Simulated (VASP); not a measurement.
# Al2O3 (Pnnm) in VASP: settings compared, part 2 of 2

VASP 6.6.1. The steps go on from the part before.

**3. Single point, PBE**

Input file INCAR:

```
SYSTEM = Al2O3
ALGO     = Normal         ! electronic algorithm
EDIFF    = 1E-6           ! SCF threshold, eV
ENCUT    = 520            ! plane-wave cutoff, eV
GGA      = PE             ! functional
ISIF     = 2              ! what is computed and relaxed
ISMEAR   = 0              ! smearing method
LASPH    = .True.         ! aspherical terms in the spheres
LCHARG   = .False.        ! write CHGCAR
LREAL    = .False.        ! projectors in reciprocal space
LWAVE    = .False.        ! write WAVECAR
NBANDS   = 35             ! bands
NELM     = 80             ! most SCF steps
PREC     = Accurate       ! precision mode
SIGMA    = 0.013000000000000001 ! smearing width, eV
```

Input file KPOINTS:

```
k-points
0
Gamma
  6 3 9
  0 0 0
```

Input file POSCAR:

```
Al2O3
1.0
    4.6137770000      0.0000000000      0.0000000000
    0.0000000000      9.5632790000      0.0000000000
    0.0000000000      0.0000000000      3.1198620000
Al O
4 6
Direct
    0.9829750000      0.8245730000      0.0000000000
    0.0170250000      0.1754270000      0.0000000000
    0.4829750000      0.6754270000      0.5000000000
    0.5170250000      0.3245730000      0.5000000000
    0.5000000000      0.5000000000      0.5000000000
    0.1236350000      0.7530500000      0.5000000000
    0.3763650000      0.2530500000      0.0000000000
    0.6236350000      0.7469500000      0.0000000000
    0.0000000000      0.0000000000      0.0000000000
    0.8763650000      0.2469500000      0.5000000000
```

Potentials or basis: VASP PAW PBE potentials, release 64 (Al, O).

The run is started by

```
cat potpaw_PBE.64/Al/POTCAR potpaw_PBE.64/O/POTCAR > POTCAR
mpirun -np 1 vasp_std > vasp.out
```

OUTCAR:

```text
SYSTEM = Al2O3
   EDIFF = 1E-6
   ENCUT = 520
   GGA = PE
   ISIF = 2
   ISMEAR = 0
   LASPH = .True.
   LREAL = .False.
   NELM = 80
   PREC = Accurate

 ion  position               nearest neighbor table
   1  0.983  0.825  0.000-   9 1.68   8 1.82   6 1.82   6 1.82   3 3.13   3 3.13   3 3.13   3 3.13
                             2 3.36
   2  0.017  0.175  0.000-   9 1.68   7 1.82  10 1.82  10 1.82   4 3.13   4 3.13   4 3.13   4 3.13
                             1 3.36
   3  0.483  0.675  0.500-   5 1.68   6 1.82   8 1.82   8 1.82   1 3.13   1 3.13   1 3.13   1 3.13
                             4 3.36
   4  0.517  0.325  0.500-   5 1.68  10 1.82   7 1.82   7 1.82   2 3.13   2 3.13   2 3.13   2 3.13
                             3 3.36
   5  0.500  0.500  0.500-   3 1.68   4 1.68
   6  0.124  0.753  0.500-   3 1.82   1 1.82   1 1.82
   7  0.376  0.253  0.000-   2 1.82   4 1.82   4 1.82
   8  0.624  0.747  0.000-   1 1.82   3 1.82   3 1.82
   9  0.000  0.000  0.000-   1 1.68   2 1.68
  10  0.876  0.247  0.500-   4 1.82   2 1.82   2 1.82

  LATTYP: Found a simple orthorhombic cell.
 ALAT       =     3.1198620000
 B/A-ratio  =     1.4788400897
 C/A-ratio  =     3.0652891057

[... 212 lines left out ...]
      5     -14.4635      2.00000
      6     -14.3502      2.00000
[... 901 lines left out ...]
     34      12.4739      0.00000
     35      12.6588      0.00000

 [... further k-points ...]

------------------------ aborting loop because EDIFF is reached ----------------------------------------

  FORCE on cell =-STRESS in cart. coord.  units (eV):
  Direction    XX          YY          ZZ          XY          YZ          ZX
  --------------------------------------------------------------------------------------
  -------------------------------------------------------------------------------------
  Total        0.9907860      1.5580707     -2.6889739     -0.0000000      0.0000000      0.0000000
  in kB       11.5316551     18.1342217    -31.2966864     -0.0000000      0.0000000      0.0000000
  external PRESSURE =      -0.5436032 kB  Pullay stress =       0.0000000 kB

 VOLUME and BASIS-vectors are now :
 -----------------------------------------------------------------------------
  energy-cutoff  :      520.00
  volume of cell :      137.66
      direct lattice vectors                 reciprocal lattice vectors
     4.613777000  0.000000000  0.000000000     0.216742162  0.000000000  0.000000000
     0.000000000  9.563279000  0.000000000     0.000000000  0.104566645  0.000000000
     0.000000000  0.000000000  3.119862000     0.000000000  0.000000000  0.320526998

 POSITION                                       TOTAL-FORCE (eV/Angst)
 -----------------------------------------------------------------------------------
      4.53523      7.88562      0.00000        -0.054331     -0.053029      0.000000
      0.07855      1.67766      0.00000         0.054331      0.053029     -0.000000
      2.22834      6.45930      1.55993        -0.054331      0.053029      0.000000
      2.38544      3.10398      1.55993         0.054331     -0.053029     -0.000000
      2.30689      4.78164      1.55993        -0.000000      0.000000      0.000000
      0.57042      7.20163      1.55993         0.156827     -0.108479      0.000000
      1.73646      2.41999      0.00000        -0.156827     -0.108479     -0.000000
      2.87731      7.14329      0.00000         0.156827      0.108479      0.000000
      0.00000      0.00000      0.00000        -0.000000      0.000000      0.000000
      4.04335      2.36165      1.55993        -0.156827      0.108479     -0.000000
 -----------------------------------------------------------------------------------
    total drift:                                0.000000     -0.000000     -0.000000

  FREE ENERGIE OF THE ION-ELECTRON SYSTEM (eV)
  ---------------------------------------------------
  free  energy   TOTEN  =       -73.8532970140 eV

  energy  without entropy=      -73.8532970140  energy(sigma->0) =      -73.85329701
```

stdout:

```text
POSCAR found type information on POSCAR AlO
 POSCAR found :  2 types and      10 ions
 scaLAPACK will be used
 LDA part: xc-table for (Slater+PW92), standard interpolation
 POSCAR, INCAR and KPOINTS ok, starting setup
 FFT: planning ... GRIDC
 FFT: planning ... GRID_SOFT
 FFT: planning ... GRID
 WAVECAR not read
 entering main loop
```

Run time: 4.6 min. Hardware: 1 thread of Intel Xeon 8259CL, shared host; peak memory 0.31 GiB.

What came out:

| Quantity | Value |
| --- | --- |
| Free energy | -73.8533 eV |
| Pressure | -0.1 GPa |
| Largest force | 0.191 eV/Å |
| Band gap on the k mesh | 3.51 eV, direct |

Forces in eV/Å, atoms in the order of the input:
```
Al  -0.054 -0.053  0.000
Al   0.054  0.053  0.000
Al  -0.054  0.053  0.000
Al   0.054 -0.053  0.000
O    0.000  0.000  0.000
O    0.157 -0.108  0.000
O   -0.157 -0.108  0.000
O    0.157  0.108  0.000
O    0.000  0.000  0.000
O   -0.157  0.108  0.000
```
